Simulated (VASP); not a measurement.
A run of VASP 6.6.1:

INCAR

```
  ALGO = Fast
  EDIFF = 1E-6
  EDIFFG = -0.04
  ENCUT = 600
  GGA = PE
  IBRION = 2
  ISIF = 3
  ISMEAR = 0
  LASPH = True
  LCHARG = False
  LREAL = False
  LWAVE = False
  NELM = 80
  NSW = 90
  PREC = Accurate
  SIGMA = 0.1
```

File KPOINTS:

```
k-points
0
Gamma
  4 4 4
```

POSCAR

```
GeCl3
1.0
    5.0401473900      0.0000000000      0.0000000000
    0.0000000000      5.0401473900      0.0000000000
    0.0000000000      0.0000000000      4.8289966900
Ge Cl
1 3
Direct
    0.5000000000      0.5000000000      0.0000000000
    0.0000000000      0.5000000000      0.0000000000
    0.5000000000      0.0000000000      0.0000000000
    0.0000000000      0.0000000000      0.0000000000
```

Potentials or basis: VASP PAW PBE potentials, release 64 (Ge_d, Cl).

The run is started by

```bash
$ cat potpaw_PBE.64/Ge_d/POTCAR potpaw_PBE.64/Cl/POTCAR > POTCAR
$ mpirun -np 1 vasp_std > vasp.out
```

Hardware: 1 thread of Oxide Virtual Turin-like Processor, on a shared host.

Q: Estimate the wall time of this run.

A: Wall time 2.7 min on 1 thread of Oxide Virtual Turin-like Processor, with other jobs on the host, peak memory 0.23 GiB. Counts: scf iterations 47, k points 18, ion steps 3.
